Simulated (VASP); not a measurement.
Write the native input for VASP 6.6.1 that does the following.

* Task: single point
* Functional: PBE
* Potentials or basis: VASP PAW PBE potentials, release 64 (Ti_sv, Sn_d, Hf_pv, Si)
* Cutoff: 400 eV
* k mesh: 1 × 1 × 1, shifted
* Occupations: fermi-dirac, width 0.05 eV
* Spin: no spin polarisation
* Dipole correction: no
* Further INCAR settings: LREAL = Auto; ALGO = Normal; EDIFF = 1e-06; NBANDS = 105; ISYM = -1

The structure of Hf2Ti7Si2Sn5 lies in POSCAR:

```
Hf2Ti7Si2Sn5
1.0
    6.9502750000     -0.0960840000      0.1117440000
   -0.0960840000      7.2928480000     -0.0979470000
    0.1117440000     -0.0979470000      7.1420180000
Ti Sn Hf Si
7 5 2 2
Direct
    0.4694002565      0.1397253451      0.1442091039
    0.3085008944      0.4926431108      0.7983432401
    0.0418577000      0.2014099814      0.6052204232
    0.7992552016      0.9713332421      0.3271060370
    0.7935345134      0.3616946463      0.8779350857
    0.2446365908      0.4302884305      0.3237511848
    0.2728594745      0.8737515793      0.4043005684
    0.4831582166      0.1972691005      0.5897760108
    0.7911086081      0.3672328985      0.3193444374
    1.0140312237      0.6631514345      0.0729827044
    0.5702964381      0.6990710685      0.5476398560
    0.4963060687      0.7111785249      0.0657683273
    0.9816942732      0.6415546356      0.6095268742
    0.7995367085      0.9642733187      0.8492558054
    0.2133839206      0.9074616674      0.7912873890
    0.1290863674      0.2191528641     -0.0103689547
```

The input as run:

INCAR

```
SYSTEM = Hf2Ti7Si2Sn5
PREC = Accurate
ENCUT = 400
EDIFF = 1E-6
ISMEAR = -1
SIGMA = 0.05
LREAL = Auto
LASPH = .True.
NELM = 120
ALGO = Normal
ISIF = 2
LWAVE = .False.
LCHARG = .True.
GGA = PE
LELF = .True.
LVHAR = .True.
NBANDS = 105
ISYM = -1
GGA_COMPAT = .False.
```

KPOINTS

```
explicit points
1
Reciprocal
  0.25000000   0.25000000   0.25000000 1
```

Potentials or basis: VASP PAW PBE potentials, release 64 (Ti_sv, Sn_d, Hf_pv, Si).

Command:

```sh
$ cat potpaw_PBE.64/Ti_sv/POTCAR potpaw_PBE.64/Sn_d/POTCAR potpaw_PBE.64/Hf_pv/POTCAR potpaw_PBE.64/Si/POTCAR > POTCAR
$ mpirun -np 1 vasp_std > vasp.out
```

Results of the run:

| Property | Result |
| --- | --- |
| Pressure | -9.7 GPa |
| Largest force | 0.969 eV/Å |

Caveat: the atoms stand as in a frame of molecular dynamics.

Run time: 100 s on 1 thread of Intel(R) Xeon(R) 6975P-C (Granite Rapids), on a shared host, peak memory 0.32 GiB.
